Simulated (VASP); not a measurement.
# SnTe2 (P4_2/mnm) in VASP: a series of runs

SnTe2 is run at these levels: PBE; tasks: single point, relaxation of cell and atoms.

Everything below comes from runs of VASP 6.6.1. Logs are shortened: lines on timing, memory, paths and dates and some standing lists are left out, and cuts for length are marked.

## Step 1: The cell of the first run

It takes space group P4_2/mnm (No. 136, tetragonal). Conventional cell: a = 7.061 Å, b = 7.061 Å, c = 4.423 Å, α = 90.00°, β = 90.00°, γ = 90.00°. Sn (site symmetry mmm) has 6 Te at 2.97 to 3.02 Å within 3.9 Å. Te (site symmetry m2m) has 3 Sn at 2.97 to 3.02 Å within 3.9 Å.

## Step 2: Single point, PBE

INCAR reads:

```
SYSTEM = SnTe2
PREC     = Accurate       ! precision mode
ENCUT    = 520            ! plane-wave cutoff, eV
EDIFF    = 1E-6           ! SCF threshold, eV
ISMEAR   = 0              ! smearing method
SIGMA    = 0.1            ! smearing width, eV
LREAL    = .FALSE.        ! projectors in reciprocal space
LASPH    = .TRUE.         ! aspherical terms in the spheres
NELM     = 100            ! most SCF steps
ALGO     = Normal         ! electronic algorithm
ISIF     = 2              ! what is computed and relaxed
LWAVE    = .FALSE.        ! write WAVECAR
LCHARG   = .FALSE.        ! write CHGCAR
GGA      = PE             ! functional
NBANDS   = 35             ! bands
```

KPOINTS reads:

```
Automatic mesh
0
G
  6 6 8
  0 0 0
```

POSCAR reads:

```
SnTe2
1.0
    7.0608338810      0.0000000000      0.0000000000
    0.0000000000      7.0608338810      0.0000000000
    0.0000000000      0.0000000000      4.4228080798
Sn Te
2 4
Direct
    0.0000000000      0.0000000000      0.0000000000
    0.5000000000      0.5000000000      0.5000000000
    0.3019973600      0.3019973600      0.0000000000
    0.1980026400      0.8019973600      0.5000000000
    0.6980026400      0.6980026400      0.0000000000
    0.8019973600      0.1980026400      0.5000000000
```

Potentials or basis: VASP PAW PBE potentials, release 64 (Sn_d, Te).

Command:

```sh
$ cat potpaw_PBE.64/Sn_d/POTCAR potpaw_PBE.64/Te/POTCAR > POTCAR
$ mpirun -np 1 vasp_std > vasp.out
```

OUTCAR:

```text
SYSTEM = SnTe2
   PREC = Accurate
   ENCUT = 520
   EDIFF = 1E-6
   ISMEAR = 0
   LREAL = .FALSE.
   LASPH = .TRUE.
   NELM = 100
   ISIF = 2
   GGA = PE

 ion  position               nearest neighbor table
   1  0.000  0.000  0.000-   4 2.97   6 2.97   4 2.97   6 2.97   5 3.02   3 3.02
   2  0.500  0.500  0.500-   3 2.97   5 2.97   3 2.97   5 2.97   4 3.02   6 3.02
   3  0.302  0.302  0.000-   2 2.97   2 2.97   1 3.02
   4  0.198  0.802  0.500-   1 2.97   1 2.97   2 3.02
   5  0.698  0.698  0.000-   2 2.97   2 2.97   1 3.02
   6  0.802  0.198  0.500-   1 2.97   1 2.97   2 3.02

  LATTYP: Found a simple tetragonal cell.
 ALAT       =     7.0608338810
 C/A-ratio  =     0.6263860833

  Lattice vectors:

 A1 = (   7.0608338810,   0.0000000000,   0.0000000000)
 A2 = (   0.0000000000,   7.0608338810,   0.0000000000)
 A3 = (   0.0000000000,   0.0000000000,   4.4228080798)

Analysis of symmetry for initial positions (statically):
=====================================================================
 Subroutine PRICEL returns:
 Original cell was already a primitive cell.

 Routine SETGRP: Setting up the symmetry group for a
 simple tetragonal supercell.

 Subroutine GETGRP returns: Found 16 space group operations
 (whereof  8 operations were pure point group operations)
 out of a pool of 16 trial point group operations.

The static configuration has the point symmetry D_2h.
 The point group associated with its full space group is D_4h.

Analysis of symmetry for dynamics (positions and initial velocities):
=====================================================================
 Subroutine PRICEL returns:
 Original cell was already a primitive cell.

 Routine SETGRP: Setting up the symmetry group for a
 simple tetragonal supercell.

 Subroutine GETGRP returns: Found 16 space group operations
 (whereof  8 operations were pure point group operations)
 out of a pool of 16 trial point group operations.

The dynamic configuration has the point symmetry D_2h.
 The point group associated with its full space group is D_4h.

 Subroutine INISYM returns: Found 16 space group operations
 (whereof  8 operations are pure point group operations),
 and found     1 'primitive' translations

----------------------------------------------------------------------------------------

                                     Primitive cell

  volume of cell :     220.5008

  direct lattice vectors                    reciprocal lattice vectors
     7.060833881  0.000000000  0.000000000     0.141626332  0.000000000  0.000000000
     0.000000000  7.060833881  0.000000000     0.000000000  0.141626332  0.000000000
     0.000000000  0.000000000  4.422808080     0.000000000  0.000000000  0.226100699

  length of vectors
     7.060833881  7.060833881  4.422808080     0.141626332  0.141626332  0.226100699

  position of ions in fractional coordinates (direct lattice)
     0.000000000  0.000000000  0.000000000
     0.500000000  0.500000000  0.500000000
     0.301997360  0.301997360  0.000000000
     0.198002640  0.801997360  0.500000000
     0.698002640  0.698002640  0.000000000
     0.801997360  0.198002640  0.500000000

  ion indices of the primitive-cell ions
   primitive index   ion index
                 1           1
                 2           2
                 3           3
                 4           4
                 5           5
                 6           6

----------------------------------------------------------------------------------------

 KPOINTS: Automatic mesh

Automatic generation of k-mesh.
 Grid dimensions read from file:
 generate k-points for:    6    6    8

 Generating k-lattice:

  Cartesian coordinates                     Fractional coordinates (reciprocal lattice)
     0.023604389  0.000000000  0.000000000     0.166666667  0.000000000  0.000000000
     0.000000000  0.023604389  0.000000000     0.000000000  0.166666667  0.000000000
     0.000000000  0.000000000  0.028262587     0.000000000  0.000000000  0.125000000

  Length of vectors
     0.023604389  0.023604389  0.028262587

[... 44 lines left out ...]

 number of electron      51.9999985 magnetization

 Free energy of the ion-electron system (eV)
  ---------------------------------------------------
  ext. energy  EPLUGINS =         0.00000000
  ---------------------------------------------------
  free energy    TOTEN  =       -19.75206703 eV

  energy without entropy =      -19.72618059  energy(sigma->0) =      -19.73912381

 E-fermi :   4.3759     XC(G=0):  -8.6238

 val. band max:        4.3632564763   @ k =   0.0000   0.0000   0.1250
 cond. band min:       4.3786683057   @ k =   0.1667   0.1667   0.2500
 fundamental gap:      0.0154118294
 Fermi energy:         4.3758915777

 k-point     1 :       0.0000    0.0000    0.0000
  band No.  band energies     occupation
      1     -17.2756      2.00000
      2     -17.2689      2.00000
      3     -17.2416      2.00000
      4     -17.2416      2.00000
      5     -17.2283      2.00000
      6     -17.2273      2.00000
[... 27 lines left out ...]
     34       9.1268      0.00000
     35       9.1621      0.00000

 k-point     2 :       0.1667    0.0000    0.0000
  band No.  band energies     occupation
      1     -17.2752      2.00000
      2     -17.2694      2.00000
      3     -17.2416      2.00000
      4     -17.2416      2.00000
      5     -17.2282      2.00000
      6     -17.2273      2.00000
[... 27 lines left out ...]
     34       8.8977      0.00000
     35       9.4827      0.00000

 k-point     3 :       0.3333    0.0000    0.0000
  band No.  band energies     occupation
      1     -17.2739      2.00000
      2     -17.2706      2.00000
      3     -17.2415      2.00000
      4     -17.2415      2.00000
      5     -17.2280      2.00000
      6     -17.2275      2.00000
[... 27 lines left out ...]
     34       8.3585      0.00000
     35      10.1167      0.00000
[... 723 lines left out ...]
 k-point    23 :       0.3333    0.0000    0.2500
  band No.  band energies     occupation
      1     -17.2702      2.00000
      2     -17.2678      2.00000
      3     -17.2474      2.00000
      4     -17.2473      2.00000
      5     -17.2278      2.00000
      6     -17.2274      2.00000
[... 27 lines left out ...]
     34       9.1669      0.00000
     35       9.8035      0.00000

 k-point    24 :       0.5000    0.0000    0.2500
  band No.  band energies     occupation
      1     -17.2691      2.00000
      2     -17.2691      2.00000
      3     -17.2473      2.00000
      4     -17.2473      2.00000
      5     -17.2276      2.00000
      6     -17.2276      2.00000
[... 27 lines left out ...]
     34       9.0845      0.00000
     35      10.3296      0.00000

 [... further k-points ...]

------------------------ aborting loop because EDIFF is reached ----------------------------------------

  FORCE on cell =-STRESS in cart. coord.  units (eV):
  Direction    XX          YY          ZZ          XY          YZ          ZX
  --------------------------------------------------------------------------------------
  -------------------------------------------------------------------------------------
  Total       -0.0271169     -0.0271169     -0.0045546     -0.0000000      0.0000000      0.0000000
  in kB       -0.1970335     -0.1970335     -0.0330945     -0.0000000      0.0000000      0.0000000
  external PRESSURE =      -0.1423871 kB  Pullay stress =       0.0000000 kB

 VOLUME and BASIS-vectors are now :
 -----------------------------------------------------------------------------
  energy-cutoff  :      520.00
  volume of cell :      220.50
      direct lattice vectors                 reciprocal lattice vectors
     7.060833881  0.000000000  0.000000000     0.141626332  0.000000000  0.000000000
     0.000000000  7.060833881  0.000000000     0.000000000  0.141626332  0.000000000
     0.000000000  0.000000000  4.422808080     0.000000000  0.000000000  0.226100699

 POSITION                                       TOTAL-FORCE (eV/Angst)
 -----------------------------------------------------------------------------------
      0.00000      0.00000      0.00000         0.000000      0.000000     -0.000000
      3.53042      3.53042      2.21140         0.000000      0.000000     -0.000000
      2.13235      2.13235      0.00000        -0.002406     -0.002406     -0.000000
      1.39806      5.66277      2.21140         0.002406     -0.002406     -0.000000
      4.92848      4.92848      0.00000         0.002406      0.002406      0.000000
      5.66277      1.39806      2.21140        -0.002406      0.002406      0.000000
 -----------------------------------------------------------------------------------
    total drift:                                0.000000      0.000000      0.000000

  FREE ENERGIE OF THE ION-ELECTRON SYSTEM (eV)
  ---------------------------------------------------
  free  energy   TOTEN  =       -19.7520670298 eV

  energy  without entropy=      -19.7261805927  energy(sigma->0) =      -19.73912381
```

Wall time 17 min (1 thread of AMD EPYC, shared host); peak memory 0.49 GiB.

Results:

| Property | Result |
| --- | --- |
| Free energy | -19.7521 eV |
| Pressure | 0.0 GPa |
| Largest force | 0.003 eV/Å |
| Band gap on the k mesh | zero (band 26 reaches 4.42 eV, above the bottom of band 27 at 4.31 eV) |

Forces in eV/Å, atoms in the order of the input:
```
Sn   0.000  0.000  0.000
Sn   0.000  0.000  0.000
Te  -0.002 -0.002  0.000
Te   0.002 -0.002  0.000
Te   0.002  0.002  0.000
Te  -0.002  0.002  0.000
```

Levels at points of the mesh, in eV from the Fermi level:
| k point | band 24 | band 25 | band 26 | band 27 | band 28 | band 29 |
| --- | --- | --- | --- | --- | --- | --- |
| (0.00, 0.00, 0.00) | -0.67 | -0.03 | -0.03 | 0.59 | 0.67 | 1.88 |
| (0.50, 0.00, 0.00) | -0.51 | -0.35 | -0.35 | 0.22 | 0.22 | 2.58 |
| (0.50, 0.50, 0.00) | -0.78 | -0.75 | -0.75 | 0.11 | 0.11 | 2.76 |
| (0.00, 0.00, 0.50) | -1.16 | -1.02 | -1.02 | 0.29 | 0.29 | 4.30 |
| (0.50, 0.00, 0.50) | -0.56 | -0.39 | -0.39 | 0.98 | 0.98 | 1.66 |
| (0.50, 0.50, 0.50) | -0.63 | -0.45 | -0.45 | -0.07 | -0.07 | 3.56 |

Caveat: spin-orbit coupling is left out, which moves the levels of the heavy elements.

## Step 3: Single point, PBE

INCAR reads:

```
SYSTEM = SnTe2
  ALGO = Normal
  EDIFF = 1E-6
  ENCUT = 520
  GGA = PE
  ISIF = 2
  ISMEAR = 0
  LASPH = .TRUE.
  LCHARG = .FALSE.
  LREAL = .FALSE.
  LWAVE = .FALSE.
  NBANDS = 35
  NELM = 100
  PREC = Accurate
  SIGMA = 0.1
```

KPOINTS reads:

```
k-points
0
G
  6 6 8
  0 0 0
```

POSCAR is that of step 2.

Potentials or basis: VASP PAW PBE potentials, release 64 (Sn_d, Te).

Command:

```sh
$ cat potpaw_PBE.64/Sn_d/POTCAR potpaw_PBE.64/Te/POTCAR > POTCAR
$ mpirun -np 1 vasp_std > vasp.out
```

Run time: 15 min. Hardware: 1 thread of AMD EPYC, shared host; peak memory 0.49 GiB.

Results (log left out):

* Free energy: -19.7521 eV
* Pressure: 0.0 GPa
* Largest force: 0.003 eV/Å
* Band gap on the k mesh: zero (band 26 reaches 4.42 eV, above the bottom of band 27 at 4.31 eV)

Forces in eV/Å, atoms in the order of the input:
```
Sn   0.000  0.000  0.000
Sn   0.000  0.000  0.000
Te  -0.002 -0.002  0.000
Te   0.002 -0.002  0.000
Te   0.002  0.002  0.000
Te  -0.002  0.002  0.000
```

Levels at points of the mesh, in eV from the Fermi level:
```tsv
k point	band 24	band 25	band 26	band 27	band 28	band 29
(0.00, 0.00, 0.00)	-0.67	-0.03	-0.03	0.59	0.67	1.88
(0.50, 0.00, 0.00)	-0.51	-0.35	-0.35	0.22	0.22	2.58
(0.50, 0.50, 0.00)	-0.78	-0.75	-0.75	0.11	0.11	2.76
(0.00, 0.00, 0.50)	-1.16	-1.02	-1.02	0.29	0.29	4.30
(0.50, 0.00, 0.50)	-0.56	-0.39	-0.39	0.98	0.98	1.66
(0.50, 0.50, 0.50)	-0.63	-0.45	-0.45	-0.07	-0.07	3.56
```

Caveat: spin-orbit coupling is left out, which moves the levels of the heavy elements.

## Step 4: Relaxation of cell and atoms, PBE

INCAR reads:

```
  PREC = Accurate
  ENCUT = 600
  EDIFF = 1E-7
  ISMEAR = 0
  SIGMA = 0.1
  LREAL = F
  LASPH = T
  NELM = 100
  ALGO = Normal
  ISIF = 3
  LWAVE = F
  LCHARG = F
  GGA = PE
  IBRION = 2
  NSW = 100
  EDIFFG = -0.01
```

KPOINTS reads:

```
Automatic mesh
0
Gamma
  6 6 8
```

POSCAR reads:

```
SnTe2
1.0
    7.0731757981      0.0000000000      0.0000000000
    0.0000000000      7.0731757981      0.0000000000
    0.0000000000      0.0000000000      4.4088878468
Sn Te
2 4
Direct
    0.0000000000      0.0000000000      0.0000000000
    0.5000000000      0.5000000000      0.5000000000
    0.3007240201      0.3007240201      0.0000000000
    0.1992759799      0.8007240201      0.5000000000
    0.6992759799      0.6992759799      0.0000000000
    0.8007240201      0.1992759799      0.5000000000
```

Command:

```sh
$ cat potpaw_PBE.64/Sn_d/POTCAR potpaw_PBE.64/Te/POTCAR > POTCAR
$ mpirun -np 1 vasp_std > vasp.out
```

Wall time 75 min (1 thread of AMD EPYC, shared host); peak memory 0.57 GiB.

The run converged. Its results:

```
Free energy                            : -19.7521 eV
Relaxed volume                         : 36.75 Å³/atom
Relaxed cell                           : a = 7.065 Å, b = 7.065 Å, c = 4.418 Å, α = 90.00°, β = 90.00°, γ = 90.00°
Space group after relaxing (to 0.05 Å) : P4_2/mnm (No. 136)
Energy gained by relaxing              : 0.3 meV/atom
Ionic steps                            : 8
Pressure after relaxing                : 0.0 GPa
Band gap on the k mesh                 : zero (band 26 reaches 4.41 eV, above the bottom of band 27 at 4.30 eV)
```

Forces in eV/Å, atoms in the order of the input:
```
Sn   0.000  0.000  0.000
Sn   0.000  0.000  0.000
Te  -0.002 -0.002  0.000
Te   0.002 -0.002  0.000
Te   0.002  0.002  0.000
Te  -0.002  0.002  0.000
```

The path:
```csv
step,energy change (eV),largest force (eV/Å),pressure (GPa),volume (Å³)
1,0.0000,0.0602,-0.06,220.58
2,-0.0007,0.0417,0.02,220.14
3,-0.0009,0.0275,0.09,219.81
4,-0.0009,0.0226,0.11,219.70
5,-0.0014,0.0109,0.06,220.07
6,-0.0016,0.0021,0.02,220.36
7,-0.0014,0.0151,-0.06,220.93
8,-0.0016,0.0029,-0.01,220.52
```

Final structure:
```xyz
6
Lattice="7.0650 0.0000 0.0000 0.0000 7.0650 0.0000 0.0000 0.0000 4.4181" Properties=species:S:1:pos:R:3 pbc="T T T"
Sn    0.0000    0.0000    0.0000
Sn    3.5325    3.5325    2.2091
Te    2.1332    2.1332    0.0000
Te    1.3993    5.6657    2.2091
Te    4.9317    4.9317    0.0000
Te    5.6657    1.3993    2.2091
```

Levels at points of the mesh, in eV from the Fermi level:
| k point | band 24 | band 25 | band 26 | band 27 | band 28 | band 29 |
| --- | --- | --- | --- | --- | --- | --- |
| (0.00, 0.00, 0.00) | -0.67 | -0.03 | -0.03 | 0.59 | 0.67 | 1.89 |
| (0.50, 0.00, 0.00) | -0.51 | -0.36 | -0.36 | 0.22 | 0.22 | 2.59 |
| (0.50, 0.50, 0.00) | -0.78 | -0.74 | -0.74 | 0.11 | 0.11 | 2.77 |
| (0.00, 0.00, 0.50) | -1.16 | -1.02 | -1.02 | 0.28 | 0.28 | 4.29 |
| (0.50, 0.00, 0.50) | -0.56 | -0.40 | -0.40 | 0.97 | 0.97 | 1.65 |
| (0.50, 0.50, 0.50) | -0.63 | -0.45 | -0.45 | -0.07 | -0.07 | 3.56 |

Caveat: spin-orbit coupling is left out, which moves the levels of the heavy elements.

## Step 5: Single point, PBE

This run uses another cell than the first one, of 29.90 Å³/atom, 0.814 times its volume.

INCAR reads:

```
SYSTEM = SnTe2
PREC = Accurate
ENCUT = 520
EDIFF = 1E-6
ISMEAR = 0
SIGMA = 0.1
LREAL = .FALSE.
LASPH = .TRUE.
NELM = 100
ALGO = Normal
ISIF = 2
LWAVE = .FALSE.
LCHARG = .TRUE.
GGA = PE
LELF = .TRUE.
LVHAR = .TRUE.
NBANDS = 35
```

KPOINTS reads:

```
regular mesh
0
G
  4 4 4
  0 0 0
```

POSCAR reads:

```
SnTe2
1.0
    6.8021256500      0.0000000000      0.0000000000
    0.0000000000      6.8021256500      0.0000000000
    0.0000000000      0.0000000000      3.8769315600
Sn Te
2 4
Direct
    0.0000000000      0.0000000000      0.0000000000
    0.5000000000      0.5000000000      0.5000000000
    0.3000000100      0.3000000100      0.0000000000
    0.1999999900      0.8000000100      0.5000000000
    0.6999999900      0.6999999900      0.0000000000
    0.8000000100      0.1999999900      0.5000000000
```

Command:

```sh
$ cat potpaw_PBE.64/Sn_d/POTCAR potpaw_PBE.64/Te/POTCAR > POTCAR
$ mpirun -np 1 vasp_std > vasp.out
```

Run time: 1.9 min. Hardware: 1 thread of AMD EPYC 9R45 (Zen 5), shared host; peak memory 0.29 GiB.

It converged, with:

```
Free energy            : -18.0409 eV
Pressure               : 13.5 GPa
Largest force          : 0.843 eV/Å
Band gap on the k mesh : zero (band 26 reaches 6.85 eV, above the bottom of band 27 at 6.41 eV)
```

Forces in eV/Å, atoms in the order of the input:
```
Sn   0.000  0.000  0.000
Sn   0.000  0.000  0.000
Te  -0.596 -0.596  0.000
Te   0.596 -0.596  0.000
Te   0.596  0.596  0.000
Te  -0.596  0.596  0.000
```

Stress tensor (GPa, compression positive):
```
10.83  0.00  0.00
 0.00 10.83  0.00
 0.00  0.00 18.97
```

Levels at points of the mesh, in eV from the Fermi level:
| k point | band 24 | band 25 | band 26 | band 27 | band 28 | band 29 |
| --- | --- | --- | --- | --- | --- | --- |
| (0.00, 0.00, 0.00) | -0.30 | -0.24 | -0.24 | 0.71 | 1.43 | 2.59 |
| (0.50, 0.00, 0.00) | -0.76 | -0.12 | -0.12 | 0.74 | 0.74 | 2.83 |
| (0.50, 0.50, 0.00) | -1.46 | -0.39 | -0.39 | 0.96 | 0.96 | 3.05 |
| (0.00, 0.00, 0.50) | -1.67 | -1.51 | -1.51 | -0.01 | -0.01 | 4.53 |
| (0.50, 0.00, 0.50) | -0.94 | -0.70 | -0.70 | 1.00 | 1.00 | 1.50 |
| (0.50, 0.50, 0.50) | -1.07 | -0.76 | -0.76 | -0.39 | -0.39 | 3.25 |

Caveat: the k points lie up to 0.41 Å⁻¹ apart; spin-orbit coupling is left out, which moves the levels of the heavy elements.

## Step 6: The runs side by side

| task | cell | k mesh | cutoff (eV) | gap on the mesh (eV) | pressure (GPa) |
| --- | --- | --- | --- | --- | --- |
| single point | a = 7.061, b = 7.061, c = 4.423 Å, 6 atoms | 6 × 6 × 8 | 520 | none | 0.0 |
| relaxation of cell and atoms | relaxed from a = 7.073, b = 7.073, c = 4.409 Å, 6 atoms | 6 × 6 × 8 | 600 | none | 0.0 |
| single point | a = 6.802, b = 6.802, c = 3.877 Å, 6 atoms | 4 × 4 × 4 | 520 | none | 13.5 |

Alike in all rows: level PBE; potentials or basis VASP PAW PBE potentials, release 64 (Sn_d, Te); no spin polarisation; smearing gaussian 0.1 eV.

Caveats: some runs use coarse meshes; spin-orbit coupling is left out, which moves the levels of the heavy elements.

Total energies depend on the potentials used, so only differences within one code and one set of settings carry meaning.
